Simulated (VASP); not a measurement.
# PtSe2 (C2/m) in VASP: a series of runs

Runs on PtSe2. Level: PBE. Tasks: single point.

Everything below comes from runs of VASP 6.6.1. Logs are shortened: lines on timing, memory, paths and dates and some standing lists are left out, and cuts for length are marked.

## 1. The cell of the first run

Symmetry: C2/m, No. 12, monoclinic system. The conventional cell has a = 6.498 Å, b = 3.695 Å, c = 6.527 Å, α = 90.00°, β = 90.00°, γ = 90.00°. Within 3.3 Å of Pt (site symmetry 2/m) lie 6 Se at 2.51 to 2.53 Å. Se (site symmetry m) has 3 Pt at 2.51 to 2.53 Å within 3.3 Å.

## 2. Single point, PBE (strain -0.0150 x Voigt [1, 0, 0, 0, 0, 0])

Input file INCAR:

```
ALGO = Normal
EDIFF = 1E-6
ENCUT = 520
GGA = PE
ISIF = 2
ISMEAR = 0
LASPH = T
LCHARG = T
LELF = T
LREAL = F
LVHAR = T
LWAVE = F
NBANDS = 18
NELM = 60
PREC = Accurate
SIGMA = 0.05
```

Input file KPOINTS:

```
k-points
0
Gamma
  12 12 4
```

Input file POSCAR:

```
PtSe2
1.0
    3.6953871032      0.0000000000      0.0000000000
   -1.8476935516      3.2490346276      0.0000000000
    0.0000000000      0.0000000000      6.5268785481
Pt Se
1 2
Direct
    0.0000000000      0.0000000000      0.0000000000
    0.3333333333      0.6666666667      0.2001869949
    0.6666666667      0.3333333333      0.7998130051
```

Potentials or basis: VASP PAW PBE potentials, release 64 (Pt, Se).

Started as:

```console
cat potpaw_PBE.64/Pt/POTCAR potpaw_PBE.64/Se/POTCAR > POTCAR
mpirun -np 1 vasp_std > vasp.out
```

OUTCAR:

```text
EDIFF = 1E-6
   ENCUT = 520
   GGA = PE
   ISIF = 2
   ISMEAR = 0
   LASPH = T
   LREAL = F
   NELM = 60
   PREC = Accurate

 ion  position               nearest neighbor table
   1  0.000  0.000  0.000-   2 2.51   3 2.51   3 2.51   2 2.51   3 2.53   2 2.53
   2  0.333  0.667  0.200-   1 2.51   1 2.51   1 2.53
   3  0.667  0.333  0.800-   1 2.51   1 2.51   1 2.53

  LATTYP: Found a base centered orthorhombic cell.
 ALAT       =     3.6953871032
 B/A-ratio  =     1.7584272158
 C/A-ratio  =     1.7662232307

  Lattice vectors:

 A1 = (   1.8476935516,  -3.2490346276,   0.0000000000)
 A2 = (   1.8476935516,   3.2490346276,   0.0000000000)
 A3 = (   0.0000000000,   0.0000000000,   6.5268785481)

Analysis of symmetry for initial positions (statically):
=====================================================================
 Subroutine PRICEL returns:
 Original cell was already a primitive cell.

 Routine SETGRP: Setting up the symmetry group for a
 base centered orthorhombic supercell.

 Subroutine GETGRP returns: Found  4 space group operations
 (whereof  4 operations were pure point group operations)
 out of a pool of  8 trial point group operations.

The static configuration has the point symmetry C_2h.

Analysis of symmetry for dynamics (positions and initial velocities):
=====================================================================
 Subroutine PRICEL returns:
 Original cell was already a primitive cell.

 Routine SETGRP: Setting up the symmetry group for a
 base centered orthorhombic supercell.

 Subroutine GETGRP returns: Found  4 space group operations
 (whereof  4 operations were pure point group operations)
 out of a pool of  8 trial point group operations.

The dynamic configuration has the point symmetry C_2h.

 Subroutine INISYM returns: Found  4 space group operations
 (whereof  4 operations are pure point group operations),
 and found     1 'primitive' translations

----------------------------------------------------------------------------------------

                                     Primitive cell

  volume of cell :      78.3646

  direct lattice vectors                    reciprocal lattice vectors
     3.695387103  0.000000000  0.000000000     0.270607645  0.153891866  0.000000000
    -1.847693552  3.249034628  0.000000000     0.000000000  0.307783731  0.000000000
     0.000000000  0.000000000  6.526878548     0.000000000  0.000000000  0.153212595

  length of vectors
     3.695387103  3.737672735  6.526878548     0.311305643  0.307783731  0.153212595

  position of ions in fractional coordinates (direct lattice)
     0.000000000  0.000000000  0.000000000
     0.333333333  0.666666667  0.200186995
     0.666666667  0.333333333  0.799813005

  ion indices of the primitive-cell ions
   primitive index   ion index
                 1           1
                 2           2
                 3           3

----------------------------------------------------------------------------------------

 KPOINTS: k-points

Automatic generation of k-mesh.
 Grid dimensions read from file:
 generate k-points for:   12   12    4

 Generating k-lattice:

  Cartesian coordinates                     Fractional coordinates (reciprocal lattice)
     0.022550637  0.012824322  0.000000000     0.083333333  0.000000000  0.000000000
     0.000000000  0.025648644  0.000000000     0.000000000  0.083333333  0.000000000
     0.000000000  0.000000000  0.038303149     0.000000000  0.000000000  0.250000000

  Length of vectors
     0.025942137  0.025648644  0.038303149

  Shift w.r.t. Gamma in fractional coordinates (k-lattice)
     0.000000000  0.000000000  0.000000000

 Subroutine IBZKPT returns following result:
 ===========================================

 Found    164 irreducible k-points:

 Following reciprocal coordinates:
            Coordinates               Weight
  0.000000  0.000000  0.000000      1.000000
  0.083333  0.000000  0.000000      4.000000
  0.166667  0.000000  0.000000      4.000000
  0.250000  0.000000  0.000000      4.000000
  0.333333  0.000000  0.000000      4.000000
  0.416667  0.000000  0.000000      4.000000
[... 16 lines left out ...]
  0.333333  0.166667  0.000000      4.000000
  0.416667  0.166667  0.000000      4.000000
 [... further k-points ...]
   k-points           NKPTS =    164   k-points in BZ     NKDIM =    164   number of bands    NBANDS=     18
   number of dos      NEDOS =    301   number of ions     NIONS =      3
   total plane-waves  NPLWV =  39200
   dimension x,y,z NGX =    28 NGY =   28 NGZ =   50
   dimension x,y,z NGXF=    56 NGYF=   56 NGZF=  100
   ions per type =               1   2
   NGX,Y,Z   is equivalent  to a cutoff of  12.60, 12.45, 12.74 a.u.
   NGXF,Y,Z  is equivalent  to a cutoff of  25.19, 24.91, 25.47 a.u.
 SYSTEM =  unknown system
   PREC   = accura    normal or accurate (medium, high low for compatibility)
   ISTART =      0    job   : 0-new  1-cont  2-samecut
   ICHARG =      2    charge: 1-file 2-atom 10-const
   ISPIN  =      1    spin polarized calculation?
   LNONCOLLINEAR =      F non collinear calculations
   LSORBIT =      F    spin-orbit coupling
   LASPH  =      T    aspherical Exc in radial PAW
   ENCUT  =  520.0 eV  38.22 Ry    6.18 a.u.   6.87  6.95 12.14*2*pi/ulx,y,z
   NELM   =     60;   NELMIN=  2; NELMDL= -5     # of ELM steps
   EDIFF  = 0.1E-05   stopping-criterion for ELM
   LREAL  =      F    real-space projection
   EDIFFG = 0.1E-04   stopping-criterion for IOM
   NSW    =      0    number of steps for IOM
   IBRION =     -1    ionic relax: 0-MD 1-quasi-New 2-CG
   NFREE  =      0    steps in history (QN), initial steepest desc. (CG)
   ISIF   =      2    stress and relaxation
   ISYM   =      2    0-nonsym 1-usesym 2-fastsym
   POTIM  = 0.5000    time-step for ionic-motion
   TEBEG  =    0.0;   TEEND  =   0.0 temperature during run
   PSTRESS=    0.0 pullay stress
   NELECT =      22.0000    total number of electrons
   NUPDOWN=      -1.0000    fix difference up-down
   EMIN   =  10.00;   EMAX   =-10.00  energy-range for DOS
   EFERMI =   0.00;   METHOD = LEGACY
   ISMEAR =     0;   SIGMA  =   0.05  broadening in eV -4-tet -1-fermi 0-gaus
   EFERMI_NEDOS =   21; number of points for ismear=-14 and -15
   IALGO  =     38    algorithm
   IMIX   =      4    mixing-type and parameters
     AMIX     =   0.40;   BMIX     =  1.00
     AMIX_MAG =   1.60;   BMIX_MAG =  1.00
  volume/ion in A,a.u.               =      26.12       176.28
  Fermi-wavevector in a.u.,A,eV,Ry     =   1.071953  2.025698 15.634230  1.149083
  Thomas-Fermi vector in A             =   2.207709
   LORBIT       =      0    0 simple, 1 ext, 2 COOP (PROOUT), +10 PAW based schemes
   GGA     = PE    functional components
   LHFCALC =     F    Hartree Fock is set to
   AEXX    =    0.0000 exact exchange contribution
   IVDW    =     0    specifies the selected vdW correction
   LEPSILON=     F    determine dielectric tensor
   LRPA    =     F    only Hartree local field effects (RPA)
 non-spin polarized calculation
 Gauss-broadening in eV      SIGMA  =   0.05
  energy-cutoff  :      520.00
  volume of cell :       78.36
 maximum number of plane-waves:      2130
   NGX = 13   NGY = 13   NGZ = 25

 number of electron      21.9999999 magnetization

 Free energy of the ion-electron system (eV)
  ---------------------------------------------------
  ext. energy  EPLUGINS =         0.00000000
  ---------------------------------------------------
  free energy    TOTEN  =       -14.29328290 eV

  energy without entropy =      -14.29328290  energy(sigma->0) =      -14.29328290

 E-fermi :   3.3930     XC(G=0):  -9.0271

 val. band max:        3.1583339829   @ k =  -0.1667   0.0833   0.0000
 cond. band min:       4.0444716523   @ k =   0.0000   0.2500   0.2500
 fundamental gap:      0.8861376694
 Fermi energy:         3.3929954345

 k-point     1 :       0.0000    0.0000    0.0000
  band No.  band energies     occupation
      1     -11.1332      2.00000
      2      -9.2511      2.00000
      3      -2.3362      2.00000
      4      -2.2047      2.00000
      5      -2.1873      2.00000
      6       0.0356      2.00000
[... 10 lines left out ...]
     17      11.4583      0.00000
     18      12.2898      0.00000

 k-point     2 :       0.0833    0.0000    0.0000
  band No.  band energies     occupation
      1     -11.0576      2.00000
      2      -9.2590      2.00000
      3      -2.2591      2.00000
      4      -2.1928      2.00000
      5      -2.1532      2.00000
      6      -0.0429      2.00000
[... 10 lines left out ...]
     17      11.5720      0.00000
     18      12.5116      0.00000

 k-point     3 :       0.1667    0.0000    0.0000
  band No.  band energies     occupation
      1     -10.8403      2.00000
      2      -9.2819      2.00000
      3      -2.1934      2.00000
      4      -2.0298      2.00000
      5      -2.0201      2.00000
      6      -0.4144      2.00000
[... 10 lines left out ...]
     17      12.2724      0.00000
     18      12.5860      0.00000

 k-point     4 :       0.2500    0.0000    0.0000
  band No.  band energies     occupation
      1     -10.5119      2.00000
      2      -9.3171      2.00000
      3      -2.1712      2.00000
      4      -1.8776      2.00000
      5      -1.7164      2.00000
      6      -1.0188      2.00000
[... 375 lines left out ...]
      4      -1.9236      2.00000
      5      -1.4777      2.00000
      6      -0.9077      2.00000
[... 10 lines left out ...]
     17      11.6701      0.00000
     18      12.4306      0.00000

 k-point    23 :       0.3333    0.1667    0.0000
  band No.  band energies     occupation
      1      -9.7066      2.00000
      2      -9.4063      2.00000
      3      -2.7114      2.00000
      4      -1.8889      2.00000
      5      -1.2503      2.00000
      6      -0.7111      2.00000
[... 10 lines left out ...]
     17      12.0318      0.00000
     18      12.7606      0.00000

 k-point    24 :       0.4167    0.1667    0.0000
  band No.  band energies     occupation
      1      -9.5491      2.00000
      2      -9.4526      2.00000
      3      -2.9114      2.00000
      4      -1.8811      2.00000
      5      -1.1052      2.00000
      6      -0.5895      2.00000
[... 10 lines left out ...]
     17      12.3821      0.00000
     18      12.6609      0.00000

 [... further k-points ...]
[... 5 lines left out ...]
  --------------------------------------------------------------------------------------
  -------------------------------------------------------------------------------------
  Total        1.3182689      0.4682325      0.4791054      0.0000000     -0.2424691      0.0000000
  in kB       26.9522341      9.5730941      9.7953923      0.0000000     -4.9573219      0.0000000
  external PRESSURE =      15.4402401 kB  Pullay stress =       0.0000000 kB

 VOLUME and BASIS-vectors are now :
 -----------------------------------------------------------------------------
  energy-cutoff  :      520.00
  volume of cell :       78.36
      direct lattice vectors                 reciprocal lattice vectors
     3.695387103  0.000000000  0.000000000     0.270607645  0.153891866  0.000000000
    -1.847693552  3.249034628  0.000000000     0.000000000  0.307783731  0.000000000
     0.000000000  0.000000000  6.526878548     0.000000000  0.000000000  0.153212595

 POSITION                                       TOTAL-FORCE (eV/Angst)
 -----------------------------------------------------------------------------------
      0.00000      0.00000      0.00000         0.000000      0.000000      0.000000
     -0.00000      2.16602      1.30660         0.000000     -0.091624      0.180410
      1.84769      1.08301      5.22028        -0.000000      0.091624     -0.180410
 -----------------------------------------------------------------------------------
    total drift:                                0.000000     -0.000000     -0.000000

  FREE ENERGIE OF THE ION-ELECTRON SYSTEM (eV)
  ---------------------------------------------------
  free  energy   TOTEN  =       -14.2932829037 eV

  energy  without entropy=      -14.2932829037  energy(sigma->0) =      -14.29328290
```

Wall time 3.1 min (1 thread of Intel Xeon 6975P-C, shared host); peak memory 0.36 GiB.

What came out:

- Free energy: -14.2933 eV
- Pressure: 1.5 GPa
- Largest force: 0.202 eV/Å
- Band gap on the k mesh: 0.89 eV, indirect (least direct gap 1.07 eV)

Forces on the atoms (eV/Å):
```
Pt   0.000  0.000  0.000
Se   0.000 -0.092  0.180
Se   0.000  0.092 -0.180
```

Caveat: the cell differs from its parent crystal (strain -0.0150 x Voigt [1, 0, 0, 0, 0, 0]); spin-orbit coupling is left out, which moves the levels of the heavy elements; this functional lacks dispersion, which binds the layers, so the pressure and a relaxed spacing across them are unreliable. A k mesh can miss the band edges.

## 3. Single point, PBE (strain +0.0150 x Voigt [1, 0, 0, 0, 0, 0])

Input file INCAR:

```
SYSTEM = PtSe2
PREC = Accurate
ENCUT = 520
EDIFF = 1E-7
ISMEAR = 0
SIGMA = 0.05
LREAL = .False.
LASPH = .True.
NELM = 80
ALGO = Normal
ISIF = 2
LWAVE = .False.
LCHARG = .True.
GGA = PE
LELF = .True.
LVHAR = .True.
NBANDS = 18
```

Input file KPOINTS:

```
Automatic mesh
0
Gamma
  12 12 4
  0 0 0
```

Input file POSCAR:

```
PtSe2
1.0
    3.8079369642      0.0000000000      0.0000000000
   -1.9039684821      3.2490346276      0.0000000000
    0.0000000000      0.0000000000      6.5268785481
Pt Se
1 2
Direct
    0.0000000000      0.0000000000      0.0000000000
    0.3333333333      0.6666666667      0.2001869949
    0.6666666667      0.3333333333      0.7998130051
```

Potentials or basis: VASP PAW PBE potentials, release 64 (Pt, Se).

Started as:

```console
cat potpaw_PBE.64/Pt/POTCAR potpaw_PBE.64/Se/POTCAR > POTCAR
mpirun -np 1 vasp_std > vasp.out
```

Run time: 3.8 min. Hardware: 1 thread of Intel Xeon 6975P-C, shared host; peak memory 0.37 GiB.

It converged, with:

- Free energy: -14.2934 eV
- Pressure: -1.5 GPa
- Largest force: 0.182 eV/Å
- Band gap on the k mesh: 0.82 eV, indirect (least direct gap 0.98 eV)

Forces in eV/Å, atoms in the order of the input:
```
Pt   0.000  0.000  0.000
Se   0.000  0.076 -0.165
Se   0.000 -0.076  0.165
```

Stress tensor (GPa, compression positive):
```
-2.54  0.00  0.00
 0.00 -0.96  0.40
 0.00  0.40 -0.91
```

Levels at points of the mesh, in eV from the valence-band top:
```
           k point  band 7  band 8  band 9  band 10  band 11  band 12  band 13  band 14  band 15  band 16
(0.00, 0.00, 0.00)   -2.96   -1.58   -0.34    -0.29    -0.21     2.52     2.57     4.07     5.16     7.92
(0.50, 0.00, 0.00)   -2.51   -2.45   -2.16    -2.06    -1.83     1.85     2.45     4.64     6.07     7.90
(0.00, 0.50, 0.00)   -2.51   -2.48   -2.18    -2.12    -1.79     1.92     2.39     4.53     5.94     7.88
(0.00, 0.00, 0.50)   -2.97   -1.31   -1.30    -0.36    -0.30     2.59     2.63     5.24     5.66     7.21
(0.50, 0.00, 0.50)   -2.52   -2.49   -2.22    -2.01    -1.36     2.03     2.31     4.37     5.73     7.30
(0.00, 0.50, 0.50)   -2.51   -2.51   -2.17    -2.13    -1.33     2.09     2.24     4.31     5.68     7.30
```

Caveat: the cell differs from its parent crystal (strain +0.0150 x Voigt [1, 0, 0, 0, 0, 0]); spin-orbit coupling is left out, which moves the levels of the heavy elements; this functional lacks dispersion, which binds the layers, so the pressure and a relaxed spacing across them are unreliable. A k mesh can miss the band edges.
